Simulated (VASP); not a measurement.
Here is a VASP 6.6.1 calculation.

The input INCAR:

```
SYSTEM = HgTe
PREC = Accurate
ENCUT = 520
EDIFF = 1E-6
ISMEAR = -1
SIGMA = 0.08
LREAL = .FALSE.
LASPH = .TRUE.
NELM = 100
ALGO = Normal
ISIF = 2
LWAVE = .FALSE.
LCHARG = .TRUE.
GGA = CA
LELF = .TRUE.
LVHAR = .TRUE.
NBANDS = 16
```

The input KPOINTS:

```
Automatic mesh
0
G
  10 10 10
  0 0 0
```

Contents of POSCAR:

```
HgTe
1.0
    0.0000000000      2.9215000000      3.0091450000
    2.9215000000      0.0000000000      3.0091450000
    2.9215000000      2.9215000000      0.0000000000
Hg Te
1 1
Direct
    0.0000000000      0.0000000000      0.0000000000
    0.5000000000      0.5000000000      0.5000000000
```

Potentials or basis: VASP PAW LDA potentials, release 64 (Hg, Te).

Command:

```bash
$ cat potpaw_LDA.64/Hg/POTCAR potpaw_LDA.64/Te/POTCAR > POTCAR
$ mpirun -np 1 vasp_std > vasp.out
```

(1) What does it give for the band gap on the k mesh?

(2) What does it give for the pressure?

Answers

(1) zero (band 9 reaches 5.91 eV, above the bottom of band 10 at 2.79 eV).

(2) 2.1 GPa.

Caveat: the cell differs from its parent crystal (zz strain of +3 %); spin-orbit coupling is left out, which moves the levels of the heavy elements.
